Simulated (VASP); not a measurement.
Input of a VASP 6.6.1 run:

Contents of POSCAR:

```
AlN
1.0
   -3.1066653462      0.0000000000      0.0000000000
    0.0000000000      0.0000000000     -4.9784048411
    0.0000000000     -5.3809022217      0.0000000000
Al N
4 4
Direct
    0.5362124617      0.9983070980      0.1666666667
   -0.0362124617      0.9983070980      0.6666666667
    0.0362124617      0.4983070980      0.3333333333
    0.4637875383      0.4983070980      0.8333333333
    0.5325833269      0.6166929020      0.1666666667
   -0.0325833269      0.6166929020      0.6666666667
    0.0325833269      0.1166929020      0.3333333333
    0.4674166731      0.1166929020      0.8333333333
```

The input INCAR.step1:

```
SYSTEM = AlN
ALGO     = Normal         ! electronic algorithm
EDIFF    = 1E-4           ! SCF threshold, eV
ENCUT    = 520            ! plane-wave cutoff, eV
GGA      = PE             ! functional
ISMEAR   = 0              ! smearing method
LASPH    = .True.         ! aspherical terms in the spheres
LCHARG   = .False.        ! write CHGCAR
LREAL    = .False.        ! projectors in reciprocal space
LWAVE    = .True.         ! write WAVECAR
NBANDS   = 26             ! bands
NELM     = 60             ! most SCF steps
PREC     = Accurate       ! precision mode
SIGMA    = 0.05           ! smearing width, eV
```

File INCAR.step2:

```
SYSTEM = AlN
ALGO     = Normal         ! electronic algorithm
EDIFF    = 1E-6           ! SCF threshold, eV
ENCUT    = 520            ! plane-wave cutoff, eV
ISIF     = 2              ! what is computed and relaxed
ISMEAR   = 0              ! smearing method
ISTART   = 1            
LASPH    = .True.         ! aspherical terms in the spheres
LCHARG   = .False.        ! write CHGCAR
LMIXTAU  = .True.       
LREAL    = .False.        ! projectors in reciprocal space
LWAVE    = .False.        ! write WAVECAR
METAGGA  = R2SCAN         ! meta-GGA
NBANDS   = 26             ! bands
NELM     = 60             ! most SCF steps
PREC     = Accurate       ! precision mode
SIGMA    = 0.05           ! smearing width, eV
```

KPOINTS

```
k-points
0
Gamma
  8 6 4
  0 0 0
```

Potentials or basis: VASP PAW PBE potentials, release 64 (Al, N).

The run is started by

```sh
$ cat potpaw_PBE.64/Al/POTCAR potpaw_PBE.64/N/POTCAR > POTCAR
$ cp INCAR.step1 INCAR
$ mpirun -np 1 vasp_std > vasp.out
$ cp INCAR.step2 INCAR
$ mpirun -np 1 vasp_std > vasp.out
```

Q: What does it give for the pressure?

A: -0.8 GPa.

Q: What does it give for the largest force?

A: 0.628 eV/Å.

Q: Estimate the band gap on the k mesh.

A: 4.85 eV.

Forces on the atoms (eV/Å):
```
Al   0.620  0.101 -0.019
Al  -0.620  0.101 -0.019
Al   0.620 -0.101 -0.019
Al  -0.620 -0.101 -0.019
N    0.295  0.113  0.019
N   -0.295  0.113  0.019
N    0.295 -0.113  0.019
N   -0.295 -0.113  0.019
```

Caveat: the cell differs from its parent crystal (atoms displaced along a vibrational mode); the PAW data sets were made with another functional, which shifts forces and pressure a little. A k mesh can miss the band edges.
